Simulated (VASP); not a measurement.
# Y3Zr2F (I4/mmm) in VASP: single point with PBE

Aim: the single point of Y3Zr2F with PBE.

Everything below comes from runs of VASP 6.6.1. Logs are shortened: lines on timing, memory, paths and dates and some standing lists are left out, and cuts for length are marked.

## 1. The cell of the first run

It takes space group I4/mmm (No. 139, tetragonal). The conventional cell has a = 5.809 Å, b = 5.809 Å, c = 11.108 Å, α = 90.00°, β = 90.00°, γ = 90.00°. Within 2.8 Å of Y (site symmetry 4mm) lie 1 F at 2.08 Å. Within 4.7 Å of Y (site symmetry 4/mmm) lie 10 Y at 3.47 to 4.60 Å and 8 Zr at 4.02 Å and 4 F at 4.11 Å. Zr (site symmetry -4m2) has 8 Y at 2.99 to 4.02 Å and 4 F at 4.02 Å and 4 Zr at 4.11 Å within 4.2 Å. F (site symmetry 4/mmm) has 2 Y at 2.08 Å within 2.8 Å.

The cell was built from a structure type or drawn by symmetry, and may not be a known phase.

## 2. Single point, PBE

File INCAR:

```
SYSTEM = Y3Zr2F
PREC = Accurate ; ENCUT = 520
EDIFF = 1E-7 ; ISMEAR = 0
SIGMA = 0.1 ; LREAL = .False.
LASPH = .True. ; NELM = 80
ALGO = Normal ; ISIF = 2
LWAVE = .False. ; LCHARG = .True.
GGA = PE ; LELF = .True.
LVHAR = .True. ; NBANDS = 41
```

File KPOINTS:

```
regular mesh
0
Gamma
  10 10 10
  0 0 0
```

File POSCAR:

```
Y3Zr2F
1.0
   -2.9045397146      2.9045397146      5.5538527143
    2.9045397146     -2.9045397146      5.5538527143
    2.9045397146      2.9045397146     -5.5538527143
Y Zr F
3 2 1
Direct
    0.6871959178      0.6871959178      0.0000000000
    0.3128040822      0.3128040822      0.0000000000
    0.0000000000      0.0000000000      0.0000000000
    0.7500000000      0.2500000000      0.5000000000
    0.2500000000      0.7500000000      0.5000000000
    0.5000000000      0.5000000000      0.0000000000
```

Potentials or basis: VASP PAW PBE potentials, release 64 (Y_sv, Zr_sv, F).

Command:

```console
cat potpaw_PBE.64/Y_sv/POTCAR potpaw_PBE.64/Zr_sv/POTCAR potpaw_PBE.64/F/POTCAR > POTCAR
mpirun -np 1 vasp_std > vasp.out
```

OUTCAR:

```text
SYSTEM = Y3Zr2F
   PREC = Accurate
   ENCUT = 520
   EDIFF = 1E-7
   ISMEAR = 0
   LREAL = .False.
   LASPH = .True.
   NELM = 80
   ISIF = 2
   GGA = PE

 ion  position               nearest neighbor table
   1  0.687  0.687  0.000-   6 2.08   4 2.99   5 2.99   4 2.99   5 2.99   3 3.47   2 4.16   2 4.34
                             2 4.34   2 4.34   2 4.34
   2  0.313  0.313  0.000-   6 2.08   5 2.99   4 2.99   5 2.99   4 2.99   3 3.47   1 4.16   1 4.34
                             1 4.34   1 4.34   1 4.34
   3  0.000  0.000  0.000-   1 3.47   2 3.47   4 4.02   5 4.02   4 4.02   5 4.02   4 4.02   5 4.02
                             4 4.02   5 4.02
   4  0.750  0.250  0.500-   2 2.99   1 2.99   2 2.99   1 2.99   3 4.02   3 4.02   3 4.02   3 4.02

   5  0.250  0.750  0.500-   2 2.99   1 2.99   2 2.99   1 2.99   3 4.02   3 4.02   3 4.02   3 4.02

   6  0.500  0.500  0.000-   1 2.08   2 2.08

  LATTYP: Found a body centered tetragonal cell.
 ALAT       =     5.8090794292
 C/A-ratio  =     1.9121283439

  Lattice vectors:

 A1 = (  -2.9045397146,   2.9045397146,   5.5538527143)
 A2 = (   2.9045397146,  -2.9045397146,   5.5538527143)
 A3 = (   2.9045397146,   2.9045397146,  -5.5538527143)

Analysis of symmetry for initial positions (statically):
=====================================================================
 Subroutine PRICEL returns:
 Original cell was already a primitive cell.

 Routine SETGRP: Setting up the symmetry group for a
 body centered tetragonal supercell.

 Subroutine GETGRP returns: Found 16 space group operations
 (whereof 16 operations were pure point group operations)
 out of a pool of 16 trial point group operations.

The static configuration has the point symmetry D_4h.

Analysis of symmetry for dynamics (positions and initial velocities):
=====================================================================
 Subroutine PRICEL returns:
 Original cell was already a primitive cell.

 Routine SETGRP: Setting up the symmetry group for a
 body centered tetragonal supercell.

 Subroutine GETGRP returns: Found 16 space group operations
 (whereof 16 operations were pure point group operations)
 out of a pool of 16 trial point group operations.

The dynamic configuration has the point symmetry D_4h.

 Subroutine INISYM returns: Found 16 space group operations
 (whereof 16 operations are pure point group operations),
 and found     1 'primitive' translations

[... 100 lines left out ...]
   ENCUT  =  520.0 eV  38.22 Ry    6.18 a.u.  12.84 12.84 12.84*2*pi/ulx,y,z
   NELM   =     80;   NELMIN=  2; NELMDL= -5     # of ELM steps
   EDIFF  = 0.1E-06   stopping-criterion for ELM
   LREAL  =      F    real-space projection
   EDIFFG = 0.1E-05   stopping-criterion for IOM
   NSW    =      0    number of steps for IOM
   IBRION =     -1    ionic relax: 0-MD 1-quasi-New 2-CG
   NFREE  =      0    steps in history (QN), initial steepest desc. (CG)
   ISIF   =      2    stress and relaxation
   ISYM   =      2    0-nonsym 1-usesym 2-fastsym
   POTIM  = 0.5000    time-step for ionic-motion
   TEBEG  =    0.0;   TEEND  =   0.0 temperature during run
   PSTRESS=    0.0 pullay stress
   NELECT =      64.0000    total number of electrons
   NUPDOWN=      -1.0000    fix difference up-down
   EMIN   =  10.00;   EMAX   =-10.00  energy-range for DOS
   EFERMI =   0.00;   METHOD = LEGACY
   ISMEAR =     0;   SIGMA  =   0.10  broadening in eV -4-tet -1-fermi 0-gaus
   EFERMI_NEDOS =   21; number of points for ismear=-14 and -15
   IALGO  =     38    algorithm
   IMIX   =      4    mixing-type and parameters
     AMIX     =   0.40;   BMIX     =  1.00
     AMIX_MAG =   1.60;   BMIX_MAG =  1.00
  volume/ion in A,a.u.               =      31.24       210.79
  Fermi-wavevector in a.u.,A,eV,Ry     =   1.144279  2.162373 17.815112  1.309374
  Thomas-Fermi vector in A             =   2.280971
   LORBIT       =      0    0 simple, 1 ext, 2 COOP (PROOUT), +10 PAW based schemes
   GGA     = PE    functional components
   LHFCALC =     F    Hartree Fock is set to
   AEXX    =    0.0000 exact exchange contribution
   IVDW    =     0    specifies the selected vdW correction
   LEPSILON=     F    determine dielectric tensor
   LRPA    =     F    only Hartree local field effects (RPA)
 non-spin polarized calculation
 Gauss-broadening in eV      SIGMA  =   0.10
  energy-cutoff  :      520.00
  volume of cell :      187.42
 maximum number of plane-waves:      5070
 NGX is ok and might be reduce to    54
   NGX = 25   NGY = 25   NGZ = 25

 number of electron      64.0000000 magnetization

 Free energy of the ion-electron system (eV)
  ---------------------------------------------------
  ext. energy  EPLUGINS =         0.00000000
  ---------------------------------------------------
  free energy    TOTEN  =       -37.89034125 eV

  energy without entropy =      -37.83801853  energy(sigma->0) =      -37.86417989

 E-fermi :   3.2658     XC(G=0):  -8.9835

 val. band max:        3.2656002929   @ k =  -0.3000   0.4000   0.1000
 cond. band min:       3.2673053405   @ k =  -0.4000   0.5000   0.1000
 fundamental gap:      0.0017050476
 Fermi energy:         3.2658159095

 k-point     1 :       0.0000    0.0000    0.0000
  band No.  band energies     occupation
      1     -45.7291      2.00000
      2     -45.7238      2.00000
      3     -40.4922      2.00000
      4     -38.8757      2.00000
      5     -38.8667      2.00000
      6     -23.9157      2.00000
[... 1045 lines left out ...]
     40       5.0538      0.00000
     41       5.3341      0.00000

 [... further k-points ...]
[... 5 lines left out ...]
  --------------------------------------------------------------------------------------
  -------------------------------------------------------------------------------------
  Total       -0.0840023     -0.0840023      0.0039585      0.0000000     -0.0000000     -0.0000000
  in kB       -0.7181133     -0.7181133      0.0338403      0.0000000     -0.0000000     -0.0000000
  external PRESSURE =      -0.4674621 kB  Pullay stress =       0.0000000 kB

 VOLUME and BASIS-vectors are now :
 -----------------------------------------------------------------------------
  energy-cutoff  :      520.00
  volume of cell :      187.42
      direct lattice vectors                 reciprocal lattice vectors
    -2.904539715  2.904539715  5.553852714     0.000000000  0.172144315  0.090027594
     2.904539715 -2.904539715  5.553852714     0.172144315  0.000000000  0.090027594
     2.904539715  2.904539715 -5.553852714     0.172144315  0.172144315  0.000000000

 POSITION                                       TOTAL-FORCE (eV/Angst)
 -----------------------------------------------------------------------------------
      0.00000      0.00000      7.63317         0.000000      0.000000      0.020720
      0.00000      0.00000      3.47454        -0.000000     -0.000000     -0.020720
      0.00000      0.00000      0.00000         0.000000      0.000000     -0.000000
      0.00000      2.90454      2.77693         0.000000      0.000000      0.000000
      2.90454      0.00000      2.77693         0.000000      0.000000      0.000000
      0.00000      0.00000      5.55385         0.000000      0.000000     -0.000000
 -----------------------------------------------------------------------------------
    total drift:                               -0.000000     -0.000000      0.000000

  FREE ENERGIE OF THE ION-ELECTRON SYSTEM (eV)
  ---------------------------------------------------
  free  energy   TOTEN  =       -37.8903412547 eV

  energy  without entropy=      -37.8380185265  energy(sigma->0) =      -37.86417989
```

stdout:

```text
POSCAR found type information on POSCAR Y ZrF
 POSCAR found :  3 types and       6 ions
 scaLAPACK will be used
 LDA part: xc-table for (Slater+PW92), standard interpolation
 POSCAR, INCAR and KPOINTS ok, starting setup
 FFT: planning ... GRIDC
 FFT: planning ... GRID_SOFT
 FFT: planning ... GRID
 WAVECAR not read
 entering main loop
```

It took 45 min on 1 thread of Intel Xeon 8259CL, shared host; peak memory 0.93 GiB.

What came out:

- Free energy: -37.8903 eV
- Pressure: 0.0 GPa
- Largest force: 0.021 eV/Å
- Band gap on the k mesh: zero (bands 32 and 33 overlap by 0.41 eV)

Forces on the atoms (eV/Å):
```
Y    0.000  0.000  0.021
Y    0.000  0.000 -0.021
Y    0.000  0.000  0.000
Zr   0.000  0.000  0.000
Zr   0.000  0.000  0.000
F    0.000  0.000  0.000
```
